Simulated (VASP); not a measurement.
# Ca2SiN2 (P6/mmm) in VASP: further runs, part 2 of 2

VASP 6.6.1. Earlier steps stand in the parts before.

## (4) Relaxation of cell and atoms, PBE

INCAR reads:

```
SYSTEM = Ca2SiN2
ALGO = Normal
EDIFF = 1E-7
EDIFFG = -0.04
ENCUT = 600
GGA = PE
GGA_COMPAT = .FALSE.
IBRION = 2
ISIF = 3
ISMEAR = 0
LASPH = .TRUE.
LCHARG = .FALSE.
LREAL = .FALSE.
LWAVE = .FALSE.
NELM = 120
NELMIN = 4
NSW = 90
PREC = Accurate
SIGMA = 0.1
```

KPOINTS reads:

```
k-points
0
G
  6 6 4
  0 0 0
```

POSCAR reads:

```
Ca2SiN2
1.0
    4.5035534300      0.0000000000      0.0000000000
   -2.2517767200      3.9001916800      0.0000000000
    0.0000000000      0.0000000000      5.0127691100
Ca Si N
2 1 2
Direct
    0.3333333300      0.6666666700      0.5000000000
    0.6666666700      0.3333333300      0.5000000000
    0.0000000000      0.0000000000      0.5000000000
    0.0000000000      0.0000000000      0.1174480600
    0.0000000000      0.0000000000      0.8825519400
```

Potentials or basis: VASP PAW PBE potentials, release 64 (Ca_sv, Si, N).

Run with:

```console
cat potpaw_PBE.64/Ca_sv/POTCAR potpaw_PBE.64/Si/POTCAR potpaw_PBE.64/N/POTCAR > POTCAR
mpirun -np 1 vasp_std > vasp.out
```

OUTCAR:

```text
SYSTEM = Ca2SiN2
   EDIFF = 1E-7
   EDIFFG = -0.04
   ENCUT = 600
   GGA = PE
   IBRION = 2
   ISIF = 3
   ISMEAR = 0
   LASPH = .TRUE.
   LREAL = .FALSE.
   NELM = 120
   NELMIN = 4
   NSW = 90
   PREC = Accurate

 ion  position               nearest neighbor table
   1  0.333  0.667  0.500-   2 2.60   2 2.60   3 2.60   3 2.60   3 2.60   2 2.60
   2  0.667  0.333  0.500-   1 2.60   1 2.60   3 2.60   3 2.60   3 2.60   1 2.60
   3  0.000  0.000  0.500-   4 1.92   5 1.92   1 2.60   2 2.60   2 2.60   1 2.60   2 2.60   1 2.60

   4  0.000  0.000  0.117-   5 1.18   3 1.92
   5  0.000  0.000  0.883-   4 1.18   3 1.92

  LATTYP: Found a hexagonal cell.
 ALAT       =     4.5035534300
 C/A-ratio  =     1.1130697543

  Lattice vectors:

 A1 = (   4.5035534300,   0.0000000000,   0.0000000000)
[... 803 lines left out ...]
  free  energy   TOTEN  =       -21.7474774723 eV

  energy  without entropy=      -21.7282932589  energy(sigma->0) =      -21.73788537

[... ionic steps 4 to 11 ...]

--------------------------------------- Ionic step       12  -------------------------------------------

 number of electron      33.9999994 magnetization

------------------------ aborting loop because EDIFF is reached ----------------------------------------
[... 73 lines left out ...]
--------------------------------------- Ionic step       14  -------------------------------------------

 number of electron      33.9999995 magnetization

 Free energy of the ion-electron system (eV)
  ---------------------------------------------------
  ext. energy  EPLUGINS =         0.00000000
  ---------------------------------------------------
  free energy    TOTEN  =       -23.54333834 eV

  energy without entropy =      -23.51107477  energy(sigma->0) =      -23.52720655

 E-fermi :   2.8241     XC(G=0):  -7.8500

 val. band max:        2.7890542680   @ k =   0.3333   0.1667   0.2500
 cond. band min:       2.8316585556   @ k =   0.3333   0.1667   0.0000
 fundamental gap:      0.0426042876
 Fermi energy:         2.8241264152

 k-point     1 :       0.0000    0.0000    0.0000
  band No.  band energies     occupation
      1     -39.5537      2.00000
      2     -39.4599      2.00000
      3     -20.6877      2.00000
      4     -20.6877      2.00000
      5     -20.6362      2.00000
      6     -20.5433      2.00000
[... 525 lines left out ...]
  FREE ENERGIE OF THE ION-ELECTRON SYSTEM (eV)
  ---------------------------------------------------
  free  energy   TOTEN  =       -23.5433383423 eV

  energy  without entropy=      -23.5110747656  energy(sigma->0) =      -23.52720655

 reached required accuracy - stopping structural energy minimisation
```

OSZICAR:

```text
N       E                     dE             d eps       ncg     rms          rms(c)
DAV:   1     0.321684213388E+03    0.32168E+03   -0.18265E+04   882   0.170E+03
DAV:   2     0.862635469889E+01   -0.31306E+03   -0.30539E+03   957   0.443E+02
DAV:   3    -0.219897960290E+02   -0.30616E+02   -0.30142E+02  1596   0.106E+02
[... 178 lines left out ...]
DAV:   4    -0.235433346679E+02    0.70595E-04   -0.46786E-04  1618   0.151E-01    0.220E-02
DAV:   5    -0.235433343214E+02    0.34645E-06   -0.30807E-05  1135   0.360E-02    0.142E-02
DAV:   6    -0.235433371786E+02   -0.28571E-05   -0.64930E-06  1285   0.188E-02    0.417E-03
DAV:   7    -0.235433383202E+02   -0.11416E-05   -0.79530E-07  1302   0.602E-03    0.693E-04
DAV:   8    -0.235433383423E+02   -0.22146E-07   -0.23071E-08   646   0.113E-03
  14 F= -.23543338E+02 E0= -.23527207E+02  d E =-.229788E-03
```

CONTCAR:

```text
Ca2SiN2
   1.00000000000000
     5.4687927404307786   -0.0000000013583126    0.0000000000000000
    -2.7343963774633639    4.7361134458320899   -0.0000000000000000
     0.0000000000000000   -0.0000000000000000    5.1238691067851860
  Ca              Si              N
     2     1     2
Direct
     0.3333333300000021    0.6666666699999979    0.5000000000000000
     0.6666666699999979    0.3333333300000021    0.5000000000000000
     0.0000000000000000    0.0000000000000000    0.5000000000000000
     1.0000000000000000    0.0000000000000000    0.1160983091077038
     0.0000000000000000    0.0000000000000000    0.8839016908922965

  0.00000000E+00  0.00000000E+00  0.00000000E+00
  0.00000000E+00  0.00000000E+00  0.00000000E+00
  0.00000000E+00  0.00000000E+00  0.00000000E+00
  0.00000000E+00  0.00000000E+00  0.00000000E+00
  0.00000000E+00  0.00000000E+00  0.00000000E+00
```

Wall time 14 min (1 thread of Oxide Virtual Turin-like, shared host); peak memory 0.22 GiB.

What came out:

```yaml
Free_energy: -23.5433 eV
Relaxed_volume: 26.54 Å³/atom
Relaxed_cell: a = 5.469 Å, b = 5.469 Å, c = 5.124 Å, α = 90.00°, β = 90.00°, γ = 120.00°
Space_group_after_relaxing_to_0.1_Å: P6/mmm (No. 191)
Energy_gained_by_relaxing: 620.9 meV/atom
Ionic_steps: 14
Pressure_after_relaxing: -0.2 GPa
Largest_force_after_relaxing: 0.031 eV/Å
Band_gap_on_the_k_mesh: zero (bands 17 and 18 overlap by 0.96 eV)
```

Forces on the atoms (eV/Å):
```
Ca   0.000  0.000  0.000
Ca   0.000  0.000  0.000
Si   0.000  0.000  0.000
N    0.000  0.000 -0.031
N    0.000  0.000  0.031
```

Step by step:
```
step  energy change (eV)  largest force (eV/Å)  pressure (GPa)  volume (Å³)
   1              0.0000                4.5922           24.84        88.05
   2             -0.5610                3.4231           -2.92       127.26
   3             -1.3084                4.7301            4.67       103.80
   4             -3.0239                2.6300            2.24       129.68
   5             -3.0782                0.3163            1.37       126.15
   6             -3.0718                1.7387           -1.18       131.75
   7             -3.0897                0.6538            0.18       128.59
   8             -3.1018                0.1626            0.01       132.53
   9             -3.1019                0.0776            0.02       132.15
  10             -3.1027                0.3178           -0.39       132.93
  11             -3.1030                0.1866           -0.26       132.67
  12             -3.1040                0.0478           -0.14       132.83
  13             -3.1041                0.0594           -0.13       132.84
  14             -3.1043                0.0309           -0.17       132.71
```

Final structure:
```
CELL_PARAMETERS angstrom
5.46879 0.00000 0.00000
-2.73440 4.73611 0.00000
0.00000 0.00000 5.12387
ATOMIC_POSITIONS crystal
Ca 0.33333 0.66667 0.50000
Ca 0.66667 0.33333 0.50000
Si 0.00000 0.00000 0.50000
N 0.00000 0.00000 0.11610
N 0.00000 0.00000 0.88390
```

Caveat: the standard files for N, O and F lose accuracy on very short bonds; the volume moved by over 15 % at a fixed basis, so the end points are rough.

## (5) Single point, PBE, collinear spin, ferromagnetic start

INCAR reads:

```
SYSTEM = Ca2SiN2
PREC     = Accurate       ! precision mode
ENCUT    = 600            ! plane-wave cutoff, eV
EDIFF    = 1E-6           ! SCF threshold, eV
ISMEAR   = 0              ! smearing method
SIGMA    = 0.1            ! smearing width, eV
LREAL    = .FALSE.        ! projectors in reciprocal space
LASPH    = .TRUE.         ! aspherical terms in the spheres
NELM     = 200            ! most SCF steps
ALGO     = Normal         ! electronic algorithm
ISIF     = 2              ! what is computed and relaxed
LWAVE    = .FALSE.        ! write WAVECAR
LCHARG   = .FALSE.        ! write CHGCAR
ISPIN    = 2              ! spin polarisation
MAGMOM   = 0 0 0 1 1      ! initial moments
LORBIT   = 11             ! projections on sites
GGA      = PE             ! functional
NBANDS   = 29             ! bands
GGA_COMPAT= .FALSE.
```

KPOINTS reads:

```
regular mesh
0
G
  6 6 4
  0 0 0
```

POSCAR is that of step 4.

Run with:

```console
cat potpaw_PBE.64/Ca_sv/POTCAR potpaw_PBE.64/Si/POTCAR potpaw_PBE.64/N/POTCAR > POTCAR
mpirun -np 1 vasp_std > vasp.out
```

Run time: 3.1 min. Hardware: 1 thread of Oxide Virtual Turin-like, shared host; peak memory 0.28 GiB.

It converged, with:

| Property | Result |
| --- | --- |
| Free energy | -20.4391 eV |
| Pressure | 24.8 GPa |
| Largest force | 4.593 eV/Å |
| Band gap on the k mesh | zero (filled and empty bands overlap) |
| Net moment | 0.00 μB per cell |
| Valence electrons inside the program's atomic spheres | Ca 8.54; Si 1.80; N 3.85 |

Forces in eV/Å, atoms in the order of the input:
```
Ca   0.000  0.000  0.000
Ca   0.000  0.000  0.000
Si   0.000  0.000  0.000
N    0.000  0.000  4.593
N    0.000  0.000 -4.593
```

Stress tensor (GPa, compression positive):
```
31.27  0.00  0.00
 0.00 31.27  0.00
 0.00  0.00 11.97
```

Levels at points of the mesh, in eV from the Fermi level:
Spin up:
| k point | band 15 | band 16 | band 17 | band 18 | band 19 | band 20 |
| --- | --- | --- | --- | --- | --- | --- |
| (0.00, 0.00, 0.00) | -1.92 | -1.92 | -0.93 | -0.55 | -0.55 | 1.30 |
| (0.50, 0.00, 0.00) | -2.18 | -1.41 | -1.36 | -1.05 | 0.22 | 1.10 |
| (0.00, 0.00, 0.50) | -3.32 | -3.32 | 0.49 | 0.96 | 0.96 | 1.65 |
| (0.50, 0.00, 0.50) | -3.81 | -2.82 | 0.37 | 0.67 | 0.86 | 1.14 |
Spin down:
| k point | band 13 | band 14 | band 15 | band 16 | band 17 | band 18 | band 19 | band 20 | band 21 | band 22 |
| --- | --- | --- | --- | --- | --- | --- | --- | --- | --- | --- |
| (0.00, 0.00, 0.00) | -7.54 | -3.61 | -1.92 | -1.92 | -0.93 | -0.55 | -0.55 | 1.30 | 1.30 | 2.77 |
| (0.50, 0.00, 0.00) | -7.56 | -2.86 | -2.18 | -1.41 | -1.36 | -1.05 | 0.22 | 1.10 | 1.14 | 1.61 |
| (0.00, 0.00, 0.50) | -7.39 | -5.22 | -3.32 | -3.32 | 0.49 | 0.96 | 0.96 | 1.65 | 2.04 | 2.04 |
| (0.50, 0.00, 0.50) | -7.51 | -4.37 | -3.81 | -2.82 | 0.37 | 0.67 | 0.86 | 1.14 | 1.25 | 1.73 |

Caveat: the standard files for N, O and F lose accuracy on very short bonds; the stress differs along the axes, from 12 to 31 GPa; forces of over 1 eV/Å act on the atoms, so gaps and moduli don't describe the material at rest.

## (6) Overview

| task | spin | cell | gap on the mesh (eV) | pressure (GPa) | largest force (eV/Å) |
| --- | --- | --- | --- | --- | --- |
| single point | off | a = 4.504, b = 4.504, c = 5.013 Å, angles 90.0, 90.0, 120.0°, 5 atoms, atomic positions A | none | 24.8 | 4.59 |
| single point | off | a = 5.501, b = 5.501, c = 5.140 Å, angles 90.0, 90.0, 120.0°, 5 atoms, atomic positions B | none | 0.4 | 0.52 |
| relaxation of cell and atoms | off | relaxed from a = 4.504, b = 4.504, c = 5.013 Å, angles 90.0, 90.0, 120.0°, 5 atoms, atomic positions A | none | -0.2 | 0.03 |
| single point | collinear, ferromagnetic start | a = 4.504, b = 4.504, c = 5.013 Å, angles 90.0, 90.0, 120.0°, 5 atoms, atomic positions A | none | 24.8 | 4.59 |

Alike in all rows: level PBE; potentials or basis VASP PAW PBE potentials, release 64 (Ca_sv, Si, N); k mesh 6 × 6 × 4; cutoff (eV) 600; smearing gaussian 0.1 eV.

Caveats: the standard files for N, O and F lose accuracy on very short bonds; the stress differs along the axes, from 12 to 31 GPa (at least some runs); forces of over 1 eV/Å act on the atoms, so gaps and moduli don't describe the material at rest (at least some runs); the volume moved by over 15 % at a fixed basis, so the end points are rough (at least some runs).

Total energies depend on the potentials used, so only differences within one code and one set of settings carry meaning.

The gap in the log of VASP goes by the Fermi energy; the results here count the filled bands.